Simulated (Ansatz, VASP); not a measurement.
**Two plane-wave programs on Y**

The input INCAR:

```
SYSTEM = Y
PREC = Accurate
ENCUT = 520
EDIFF = 1E-7
ISMEAR = -1
SIGMA = 0.1
LREAL = .False.
LASPH = .True.
NELM = 100
ALGO = Normal
ISIF = 2
LWAVE = .False.
LCHARG = .False.
GGA = B5
ALDAX = 1.0
AGGAX = 1.0
AGGAC = 1.0
ALDAC = 0.0
NBANDS = 30
```

File KPOINTS:

```
Automatic mesh
0
Gamma
  11 11 3
  0 0 0
```

File POSCAR:

```
Y
1.0
    3.7341109632      0.0000000000      0.0000000000
   -1.8670554816      3.2338349547      0.0000000000
    0.0000000000      0.0000000000     11.9822912731
Y
4
Direct
    1.0000000000      1.0000000000      1.0000000000
    1.0000000000      1.0000000000      0.5000000000
    0.3333333333      0.6666666667      0.2500000000
    0.6666666667      0.3333333333      0.7500000000
```

Input for Ansatz:

```yaml
crystal:
  lattice:
    - [3.7341109632, 0.0, 0.0]
    - [-1.8670554816, 3.2338349547, 0.0]
    - [0.0, 0.0, 11.9822912731]
  atoms:
    - { symbol: "Y", position: [1.0, 1.0, 1.0] }
    - { symbol: "Y", position: [1.0, 1.0, 0.5] }
    - { symbol: "Y", position: [0.3333333333, 0.6666666667, 0.25] }
    - { symbol: "Y", position: [0.6666666667, 0.3333333333, 0.75] }
hamiltonian:
  xc: blyp
  pseudopotentials:
    kind: paw
    azcp:
      "Y": "pseudopotentials/Y.paw.azcp"
basis:
  ecutwfc: 420
  fft_grid_basis: typed
kpoints:
  mp_grid: { grid: [11, 11, 3], shift: [0, 0, 0] }
magnetization:
  spin_polarized: false
scf:
  occupations: { method: fermi_dirac, width: 0.1 }
  lower_state_search: "off"
output:
  stress: true
  write_density: true
  write_potential: true
  elf: true
  volumetric_format: npy
```

Alike in both runs: task single point; functional BLYP; k mesh 11 × 11 × 3; occupations fermi-dirac, width 0.1 eV; no spin polarisation.

```csv
,VASP,Ansatz
version,VASP 6.6.1,Ansatz 0.2.0
potentials or method,"VASP PAW PBE potentials, release 64 (Y_sv), cutoff 520 eV","plane waves (420 eV) with PAW, scalar-relativistic"
valence electrons in the cell,44,44
```

```csv
,VASP,Ansatz,Ansatz less VASP
pressure (GPa),-2.6,-2.5,+0.04
"traceless stress, the component that is largest in VASP (GPa)",-0.05,-0.06,-0.006
```

VASP's potentials were made for PBE, not for BLYP.
